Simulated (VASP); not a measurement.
Input of a VASP 6.6.1 run:

Contents of INCAR:

```
  PREC = Accurate
  ENCUT = 520
  EDIFF = 1E-6
  ISMEAR = 0
  SIGMA = 0.1
  LREAL = F
  LASPH = T
  NELM = 60
  ALGO = Fast
  ISIF = 2
  LWAVE = F
  LCHARG = T
  GGA = PE
  LELF = T
  LVHAR = T
  NBANDS = 25
```

Contents of KPOINTS:

```
regular mesh
0
Gamma
  14 14 14
```

Contents of POSCAR:

```
SiNi3
1.0
    3.5063093241      0.0000000000      0.0000000000
    0.0000000000      3.5063093241      0.0000000000
    0.0000000000      0.0000000000      3.5063093241
Si Ni
1 3
Direct
    0.0000000000      0.0000000000      0.0000000000
    0.0000000000      0.5000000000      0.5000000000
    0.5000000000      0.0000000000      0.5000000000
    0.5000000000      0.5000000000      0.0000000000
```

Potentials or basis: VASP PAW PBE potentials, release 64 (Si, Ni).

The run is started by

```bash
$ cat potpaw_PBE.64/Si/POTCAR potpaw_PBE.64/Ni/POTCAR > POTCAR
$ mpirun -np 1 vasp_std > vasp.out
```

Q: Estimate the band gap on the k mesh.

A: Zero (bands 17 and 18 overlap by 0.24 eV).

Q: What does it give for the pressure?

A: 0.1 GPa.

Spin polarisation is off, so any magnetic state and its effect on volume and gap are missing.
